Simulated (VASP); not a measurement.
Set up this calculation in VASP 6.6.1, as the native input.

| Quantity | Value |
| --- | --- |
| Task | single point |
| Functional | PBE |
| Potentials or basis | VASP PAW PBE potentials, release 64 (Hg, Te) |
| Cutoff | 520 eV |
| k mesh | 10 × 10 × 10 |
| Occupations | gaussian, width 0.05 eV |
| Spin | non-collinear spin, zero start, spin-orbit coupling |
| Starting moments | [[0.0, 0.0, 0.0], [0.0, 0.0, 0.0]] μB |
| Dipole correction | no |
| Further INCAR settings | ALGO = Normal; EDIFF = 1e-06; NBANDS = 30 |

The structure of HgTe lies in POSCAR:

```
HgTe
1.0
    0.0000000000      3.3581648414      3.3581648414
    3.3581648414      0.0000000000      3.3581648414
    3.3581648414      3.3581648414      0.0000000000
Hg Te
1 1
Direct
    0.0000000000      0.0000000000      0.0000000000
    0.2500000000      0.2500000000      0.2500000000
```

These files were run (other wordings do the same):

INCAR

```
ALGO = Normal
EDIFF = 1E-6
ENCUT = 520
GGA = PE
GGA_COMPAT = F
ISIF = 2
ISMEAR = 0
LASPH = T
LCHARG = T
LORBIT = 11
LORBMOM = T
LREAL = F
LSORBIT = T
LVHAR = T
LWAVE = F
MAGMOM = 0 0 0 0 0 0
NBANDS = 30
NELM = 150
PREC = Accurate
SIGMA = 0.05
```

KPOINTS

```
k-points
0
Gamma
  10 10 10
```

Potentials or basis: VASP PAW PBE potentials, release 64 (Hg, Te).

Run with:

```console
$ cat potpaw_PBE.64/Hg/POTCAR potpaw_PBE.64/Te/POTCAR > POTCAR
$ mpirun -np 1 vasp_ncl > vasp.out
```

Results of the run:

```json
{"Pressure": "-1.1 GPa", "Net moment": "0.00 μB per cell", "Valence electrons inside the program's atomic spheres": "Hg 10.45; Te 3.33"}
```

It took 9.8 min on 1 thread of Oxide Virtual Turin-like Processor, on a shared host, peak memory 0.51 GiB.
